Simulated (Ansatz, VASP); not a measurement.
# Ge3As2 in VASP and in Ansatz

The input INCAR:

```
SYSTEM = Ge3As2
PREC     = Accurate       ! precision mode
ENCUT    = 600            ! plane-wave cutoff, eV
EDIFF    = 1E-7           ! SCF threshold, eV
ISMEAR   = 0              ! smearing method
SIGMA    = 0.1            ! smearing width, eV
LREAL    = .FALSE.        ! projectors in reciprocal space
LASPH    = .TRUE.         ! aspherical terms in the spheres
NELM     = 60             ! most SCF steps
ALGO     = Normal         ! electronic algorithm
ISIF     = 3              ! what is computed and relaxed
LWAVE    = .FALSE.        ! write WAVECAR
LCHARG   = .FALSE.        ! write CHGCAR
GGA      = PE             ! functional
IBRION   = 2              ! ionic algorithm
NSW      = 90             ! ionic steps
EDIFFG   = -0.04          ! ionic threshold
```

The input KPOINTS:

```
Automatic mesh
0
G
  6 6 1
  0 0 0
```

Contents of POSCAR:

```
Ge3As2
1.0
    3.5956834500      0.0000000000      0.0000000000
   -1.7978417300      3.1139532100      0.0000000000
    0.0000000000      0.0000000000     16.7199280600
Ge As
6 4
Direct
    0.0000000000      0.0000000000      0.0000000000
    0.0000000000      0.0000000000      0.3333333300
    0.0000000000      0.0000000000      0.6666666700
    0.0000000000      0.0000000000      0.1666666700
    0.0000000000      0.0000000000      0.5000000000
    0.0000000000      0.0000000000      0.8333333300
    0.3333333300      0.6666666700      0.0833333300
    0.3333333300      0.6666666700      0.4166666700
    0.6666666700      0.3333333300      0.5833333300
    0.6666666700      0.3333333300      0.9166666700
```

Input for Ansatz:

```yaml
crystal:
  lattice:
    - [3.59568345, 0.0, 0.0]
    - [-1.79784173, 3.11395321, 0.0]
    - [0.0, 0.0, 16.71992806]
  atoms:
    - { symbol: Ge, position: [0.0, 0.0, 0.0] }
    - { symbol: Ge, position: [0.0, 0.0, 0.33333333] }
    - { symbol: Ge, position: [0.0, 0.0, 0.66666667] }
    - { symbol: Ge, position: [0.0, 0.0, 0.16666667] }
    - { symbol: Ge, position: [0.0, 0.0, 0.5] }
    - { symbol: Ge, position: [0.0, 0.0, 0.83333333] }
    - { symbol: As, position: [0.33333333, 0.66666667, 0.08333333] }
    - { symbol: As, position: [0.33333333, 0.66666667, 0.41666667] }
    - { symbol: As, position: [0.66666667, 0.33333333, 0.58333333] }
    - { symbol: As, position: [0.66666667, 0.33333333, 0.91666667] }
basis:
  ecutwfc: 420
kpoints:
  mp_grid: { grid: [6, 6, 1] }
hamiltonian:
  xc: pbe
scf:
  occupations: { method: gaussian, width: 0.1 }
  lower_state_search: "off"
output:
  forces: true
  stress: true
  eigenvalues: true
relax:
  adjacent_minimum: "off"
  f_tol: 0.04
  max_steps: 70
  cell: { stress_tol: 0.4 }
```

Change from the starting cell: ordered vacancies on the anion sites of nickel arsenide (P6_3/mmc, No. 194).

Alike in both runs: task relaxation of cell and atoms; functional PBE; k mesh 6 × 6 × 1; occupations gaussian, width 0.1 eV; no spin polarisation.

```csv
,VASP,Ansatz
version,VASP 6.6.1,Ansatz 0.2.0
potentials or method,"VASP PAW PBE potentials, release 64 (Ge_d, As), cutoff 600 eV","scalar-relativistic, plane waves, PAW"
valence electrons in the cell,104,144
```

|  | VASP | Ansatz | Ansatz less VASP |
| --- | --- | --- | --- |
| gap on the k mesh at the Fermi level, each at its own relaxed structure (eV) | none | none | - |
| relaxed volume (Å³/atom) | 23.49 | 23.28 | -0.203 |
| relaxed length of the cell vector where the two differ most in proportion (Å) | 3.906 | 3.888 | -0.0179 |

A gap of «none» marks a metal or a gap that the smearing closes. VASP's potentials hold 104 valence electrons a cell and Ansatz's 144, so a difference there can come from the potentials and not from the codes.

The k mesh is coarse, so the values compare programs but aren't converged. Noted on VASP's run: the volume moved by over 15 % at a fixed basis, so the end points are rough.
